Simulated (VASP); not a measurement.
# Si62Sn (a cell with a defect) in VASP: further runs

Si62Sn (a cell with a defect) is run at these levels: LDA; tasks: single point.

Program: VASP 6.6.1. These are calculated values, not measurements. Logs are shortened: lines on timing, memory, paths and dates and some standing lists are left out, and cuts for length are marked.

## (1) The cell of the first run

The cell holds a defect, 63 atoms: a = 10.860 Å, b = 10.860 Å, c = 10.860 Å, α = 90.00°, β = 90.00°, γ = 90.00°.

## (2) Single point, LDA

Input file INCAR:

```
SYSTEM = Si62Sn
  PREC = Accurate
  ENCUT = 520
  EDIFF = 1E-6
  ISMEAR = 0
  SIGMA = 0.05
  LREAL = Auto
  LASPH = .TRUE.
  NELM = 60
  ALGO = Normal
  ISIF = 2
  LWAVE = .FALSE.
  LCHARG = .FALSE.
  NELECT = 260.0
  NBANDS = 168
```

Input file KPOINTS:

```
regular mesh
0
G
  1 1 1
  0 0 0
```

Input file POSCAR:

```
Si62Sn
1.0
   10.8600000000      0.0000000000      0.0000000000
    0.0000000000     10.8600000000      0.0000000000
    0.0000000000      0.0000000000     10.8600000000
Si Sn
62 1
Direct
    0.5059534468     -0.0052807637      0.0081076418
    0.6268695293      0.1262873003      0.1278515414
    0.7509186401      0.2501468053      0.0005206340
    0.8745383556      0.3770457130      0.1241410733
    0.7502334018      0.0020371168      0.2522491606
    0.8783053551      0.1260939549      0.3760772538
    0.0026485476      0.0020430075     -0.0001570238
    0.1264679063      0.1261158204      0.1279164489
    0.2519864733      0.2488748058      0.0009473901
    0.3746788636      0.3742390191      0.1279741800
    0.4987768044      0.4980206193     -0.0001815674
    0.6184355977      0.6297496503      0.1206101710
    0.8713201881      0.8823663766      0.1209191962
    0.2505093606      0.0020443385      0.2520339104
    0.3771382222      0.1235860930      0.3783714212
    0.4987337616      0.2500942084      0.2519872263
    0.6258668035      0.3757717123      0.3744785512
    0.7498217672      0.5056630090      0.2447077904
    0.8746467470      0.6261509869      0.3732917710
    0.5024946745     -0.0015743670      0.5029653547
    0.6273677783      0.1190032584      0.6314537138
    0.7513465099      0.2488698900      0.5015840491
    0.8783698288      0.3742305714      0.6242747183
    0.7585151906     -0.0052631557      0.7555486393
    0.8782580240      0.1262936788      0.8764737029
   -0.0048968478      0.5056602504     -0.0005792775
    0.1236907334      0.6261438575      0.1242456308
    0.2505353850      0.7498156759      0.0005489570
    0.3743061167      0.8739125189      0.1278564033
   -0.0001758594      0.2525548661      0.2494415431
    0.1259347234      0.3748457698      0.3755465052
    0.2483053701      0.5009427275      0.2495014300
    0.3747187057      0.6225321591      0.3761865833
    0.4987035865      0.7506099437      0.2522690876
    0.6260580939      0.8747511899      0.3760535499
    0.0024392907      0.0020337965      0.5001120643
    0.1287666394      0.1235819266      0.6267423409
    0.2510431598      0.2496850796      0.5006493244
    0.3771262833      0.3720321547      0.6267312029
    0.4987788574      0.4982848961      0.5000584612
    0.6269593167      0.6224275105      0.6239279125
    0.7509465617      0.7498143514      0.5001459097
    0.8782571414      0.8739106202      0.6239135463
    0.2533594941     -0.0015780689      0.7520982097
    0.3818474247      0.1189920647      0.8769794422
    0.5023756720      0.2473844542      0.7519895136
    0.6260470840      0.3742764695      0.8756587366
    0.7502134022      0.4980042016      0.7483778154
    0.8709879865      0.6297460460      0.8680388977
   -0.0046558291      0.7509394092      0.2449397343
    0.1251791408      0.8748181518      0.3747722340
   -0.0001042605      0.5009527972      0.4979158595
    0.1265842259      0.6225400523      0.6243237808
    0.2522885591      0.7495166609      0.5018870796
    0.3820525546      0.8736229593      0.6316551463
    0.0023941442      0.2501009411      0.7483366367
    0.1248852830      0.3757811951      0.8754664643
    0.2504607813      0.4982924092      0.7483785130
    0.3743231407      0.6224386503      0.8765602667
    0.5058894571      0.7419650343      0.7554855540
    0.0026635389      0.7506026698      0.7483163510
    0.1264441692      0.8747544513      0.8756655177
    0.6889952957      0.8116671071     -0.0613330765
```

Potentials or basis: VASP PAW LDA potentials, release 64 (Si, Sn_d).

Started as:

```sh
cat potpaw_LDA.64/Si/POTCAR potpaw_LDA.64/Sn_d/POTCAR > POTCAR
mpirun -np 1 vasp_gam > vasp.out
```

OUTCAR:

```text
SYSTEM = Si62Sn
   PREC = Accurate
   ENCUT = 520
   EDIFF = 1E-6
   ISMEAR = 0
   LREAL = Auto
   LASPH = .TRUE.
   NELM = 60
   ISIF = 2
   NELECT = 260.0

 ion  position               nearest neighbor table
   1  0.506  0.995  0.008-  29 2.34   2 2.34  45 2.38  63 2.91
   2  0.627  0.126  0.128-   5 2.33   1 2.34   3 2.35  16 2.36
   3  0.751  0.250  0.001-  47 2.34   4 2.35   2 2.35  25 2.35
   4  0.875  0.377  0.124-  26 2.35  18 2.35   3 2.35  30 2.35
   5  0.750  0.002  0.252-   2 2.33  13 2.34  35 2.35   6 2.36
   6  0.878  0.126  0.376-  36 2.33  30 2.35  22 2.35   5 2.36
[... 54 lines left out ...]
  61  0.003  0.751  0.748-  43 2.33  49 2.34  62 2.35  53 2.36
  62  0.126  0.875  0.876-  28 2.34  44 2.35   7 2.35  61 2.35
  63  0.689  0.812  0.939-  12 2.90  49 2.90  13 2.90   1 2.91  24 2.91  60 2.91

  LATTYP: Found a simple cubic cell.
 ALAT       =    10.8600000000

  Lattice vectors:

 A1 = (  10.8600000000,   0.0000000000,   0.0000000000)
 A2 = (   0.0000000000,  10.8600000000,   0.0000000000)
 A3 = (   0.0000000000,   0.0000000000,  10.8600000000)

Analysis of symmetry for initial positions (statically):
=====================================================================
 Subroutine PRICEL returns:
 Original cell was already a primitive cell.

 Routine SETGRP: Setting up the symmetry group for a
 simple cubic supercell.

 Subroutine GETGRP returns: Found  1 space group operations
 (whereof  1 operations were pure point group operations)
 out of a pool of 48 trial point group operations.

The static configuration has the point symmetry C_1 .

Analysis of symmetry for dynamics (positions and initial velocities):
=====================================================================
 Subroutine PRICEL returns:
 Original cell was already a primitive cell.

 Routine SETGRP: Setting up the symmetry group for a
 simple cubic supercell.

 Subroutine GETGRP returns: Found  1 space group operations
 (whereof  1 operations were pure point group operations)
 out of a pool of 48 trial point group operations.

The dynamic configuration has the point symmetry C_1 .

 Subroutine INISYM returns: Found  1 space group operations
 (whereof  1 operations are pure point group operations),
 and found     1 'primitive' translations

----------------------------------------------------------------------------------------

                                     Primitive cell

  volume of cell :    1280.8241

  direct lattice vectors                    reciprocal lattice vectors
    10.860000000  0.000000000  0.000000000     0.092081031  0.000000000  0.000000000
     0.000000000 10.860000000  0.000000000     0.000000000  0.092081031  0.000000000
     0.000000000  0.000000000 10.860000000     0.000000000  0.000000000  0.092081031

  length of vectors
    10.860000000 10.860000000 10.860000000     0.092081031  0.092081031  0.092081031

  position of ions in fractional coordinates (direct lattice)
     0.505953447  0.994719236  0.008107642
     0.626869529  0.126287300  0.127851541
     0.750918640  0.250146805  0.000520634
     0.874538356  0.377045713  0.124141073
     0.750233402  0.002037117  0.252249161
     0.878305355  0.126093955  0.376077254
[... 55 lines left out ...]
     0.126444169  0.874754451  0.875665518
     0.688995296  0.811667107  0.938666924

  ion indices of the primitive-cell ions
   primitive index   ion index
                 1           1
                 2           2
                 3           3
                 4           4
                 5           5
                 6           6
[... 55 lines left out ...]
                62          62
                63          63

----------------------------------------------------------------------------------------

 KPOINTS: regular mesh

Automatic generation of k-mesh.
 Grid dimensions read from file:
 generate k-points for:    1    1    1

 Generating k-lattice:

  Cartesian coordinates                     Fractional coordinates (reciprocal lattice)
[... 43 lines left out ...]
   PSTRESS=    0.0 pullay stress
   NELECT =     260.0000    total number of electrons
   NUPDOWN=      -1.0000    fix difference up-down
   EMIN   =  10.00;   EMAX   =-10.00  energy-range for DOS
   EFERMI =   0.00;   METHOD = LEGACY
   ISMEAR =     0;   SIGMA  =   0.05  broadening in eV -4-tet -1-fermi 0-gaus
   EFERMI_NEDOS =   21; number of points for ismear=-14 and -15
   IALGO  =     38    algorithm
   IMIX   =      4    mixing-type and parameters
     AMIX     =   0.40;   BMIX     =  1.00
     AMIX_MAG =   1.60;   BMIX_MAG =  1.00
  volume/ion in A,a.u.               =      20.33       137.20
  Fermi-wavevector in a.u.,A,eV,Ry     =   0.962135  1.818172 12.594971  0.925704
  Thomas-Fermi vector in A             =   2.091568
   LORBIT       =      0    0 simple, 1 ext, 2 COOP (PROOUT), +10 PAW based schemes
   GGA     = CA    functional components
   LHFCALC =     F    Hartree Fock is set to
   AEXX    =    0.0000 exact exchange contribution
   IVDW    =     0    specifies the selected vdW correction
   LEPSILON=     F    determine dielectric tensor
   LRPA    =     F    only Hartree local field effects (RPA)
 non-spin polarized calculation
 Gauss-broadening in eV      SIGMA  =   0.05
  energy-cutoff  :      520.00
  volume of cell :     1280.82
 maximum number of plane-waves:     17229
 NGX is ok and might be reduce to    84
   NGX = 41   NGY = 41   NGZ = 41

 number of electron     259.9999996 magnetization

 Free energy of the ion-electron system (eV)
  ---------------------------------------------------
  ext. energy  EPLUGINS =         0.00000000
  ---------------------------------------------------
  free energy    TOTEN  =      -376.93293287 eV

  energy without entropy =     -376.93293287  energy(sigma->0) =     -376.93293287

 E-fermi :   5.8064     XC(G=0):  -9.5542

 val. band max:        5.4992143873   @ k =   0.0000   0.0000   0.0000
 cond. band min:       6.2621130868   @ k =   0.0000   0.0000   0.0000
 fundamental gap:      0.7628986995
 Fermi energy:         5.8064052290

 k-point     1 :       0.0000    0.0000    0.0000
  band No.  band energies     occupation
      1     -15.4725      2.00000
      2     -15.4723      2.00000
      3     -15.4441      2.00000
      4     -15.4439      2.00000
      5     -15.4439      2.00000
      6      -6.1601      2.00000
[... 134 lines left out ...]
    141       6.8222      0.00000
    142       6.8834      0.00000
 [bands above 142 left out]

------------------------ aborting loop because EDIFF is reached ----------------------------------------

  FORCE on cell =-STRESS in cart. coord.  units (eV):
  Direction    XX          YY          ZZ          XY          YZ          ZX
  --------------------------------------------------------------------------------------
  -------------------------------------------------------------------------------------
  Total      -30.7658453    -30.7487666    -30.7695950      3.2837930      3.2820473     -3.2983749
  in kB      -38.4848642    -38.4635005    -38.4895547      4.1076827      4.1054989     -4.1259231
  external PRESSURE =     -38.4793065 kB  Pullay stress =       0.0000000 kB

 VOLUME and BASIS-vectors are now :
 -----------------------------------------------------------------------------
  energy-cutoff  :      520.00
  volume of cell :     1280.82
      direct lattice vectors                 reciprocal lattice vectors
    10.860000000  0.000000000  0.000000000     0.092081031  0.000000000  0.000000000
     0.000000000 10.860000000  0.000000000     0.000000000  0.092081031  0.000000000
     0.000000000  0.000000000 10.860000000     0.000000000  0.000000000  0.092081031

 POSITION                                       TOTAL-FORCE (eV/Angst)
 -----------------------------------------------------------------------------------
      5.49465     10.80265      0.08805        -0.000296      0.003614      0.001169
      6.80780      1.37148      1.38847        -0.008464      0.010727     -0.004712
      8.15498      2.71659      0.00565         0.003691      0.000154      0.002603
      9.49749      4.09472      1.34817        -0.000362      0.003666     -0.000411
      8.14753      0.02212      2.73943         0.007306     -0.002518      0.017649
      9.53840      1.36938      4.08420        -0.001556      0.010474     -0.002452
[... 55 lines left out ...]
      1.37318      9.49983      9.50973         0.001154     -0.001033     -0.002179
      7.48249      8.81470     10.19392        -0.001173      0.001764     -0.003864
 -----------------------------------------------------------------------------------
    total drift:                                0.023084      0.004838      0.002556

  FREE ENERGIE OF THE ION-ELECTRON SYSTEM (eV)
  ---------------------------------------------------
  free  energy   TOTEN  =      -376.9329328660 eV

  energy  without entropy=     -376.9329328660  energy(sigma->0) =     -376.93293287
```

It took 11 min on 1 thread of Intel Xeon 8259CL, shared host; peak memory 0.7 GiB.

Results:

```yaml
Free_energy: -376.9329 eV
Largest_force: 0.020 eV/Å
```

Forces on the atoms (eV/Å):
```
Si   0.000  0.004  0.001
Si  -0.008  0.011 -0.005
Si   0.004  0.000  0.003
Si   0.000  0.004  0.000
Si   0.007 -0.003  0.018
Si  -0.002  0.010 -0.002
Si   0.019 -0.003  0.006
Si  -0.003  0.008 -0.002
Si  -0.005 -0.007 -0.004
Si  -0.003  0.008 -0.003
Si  -0.005 -0.005  0.010
Si   0.001 -0.001  0.005
Si  -0.006 -0.009 -0.006
Si   0.004 -0.006  0.003
Si  -0.005  0.004  0.000
Si   0.007  0.001  0.001
Si   0.002 -0.004  0.001
Si  -0.009  0.001 -0.003
Si  -0.006  0.001  0.004
Si   0.004 -0.002  0.004
Si  -0.002 -0.004  0.001
Si  -0.006 -0.008 -0.004
Si  -0.002  0.009 -0.002
Si  -0.002  0.004 -0.001
Si  -0.004  0.011 -0.009
Si  -0.003  0.001 -0.010
Si   0.003  0.001 -0.005
Si  -0.005 -0.003  0.006
Si  -0.007  0.004  0.002
Si   0.005 -0.008  0.004
Si   0.000  0.001 -0.001
Si   0.006 -0.005  0.009
Si  -0.006 -0.003 -0.008
Si   0.002 -0.007  0.008
Si  -0.001 -0.001  0.001
Si   0.003 -0.006  0.004
Si   0.000  0.004 -0.004
Si   0.001  0.002  0.001
Si  -0.003 -0.002 -0.004
Si   0.005  0.004  0.010
Si  -0.013 -0.008 -0.009
Si   0.006 -0.003 -0.006
Si   0.002  0.004 -0.006
Si   0.004 -0.003  0.002
Si   0.003 -0.004 -0.003
Si   0.005  0.005  0.005
Si  -0.005 -0.008 -0.004
Si   0.010 -0.005 -0.003
Si   0.006 -0.001  0.002
Si  -0.003  0.010 -0.004
Si   0.000  0.006  0.004
Si   0.008 -0.005  0.005
Si  -0.009 -0.003 -0.005
Si  -0.007  0.007 -0.006
Si  -0.001 -0.004 -0.001
Si   0.002  0.002  0.006
Si   0.002 -0.005  0.001
Si   0.010  0.004  0.005
Si  -0.009 -0.008 -0.011
Si   0.006  0.011  0.006
Si   0.009 -0.005  0.002
Si   0.001 -0.001 -0.002
Sn  -0.001  0.002 -0.004
```

Levels at points of the mesh, in eV from the Fermi level:
```tsv
k point	band 127	band 128	band 129	band 130	band 131	band 132	band 133	band 134
(0.00, 0.00, 0.00)	-0.88	-0.54	-0.54	-0.31	0.46	0.46	0.54	0.54
```

Caveat: the k points lie up to 0.58 Å⁻¹ apart; the cell carries a net charge on a neutralising background, which shifts energy and pressure; the cell is charged against a uniform background, so pressure and absolute levels hang on convention; spin-orbit coupling is left out, which moves the levels of the heavy elements.

(Part 1 of 2 ends here.)
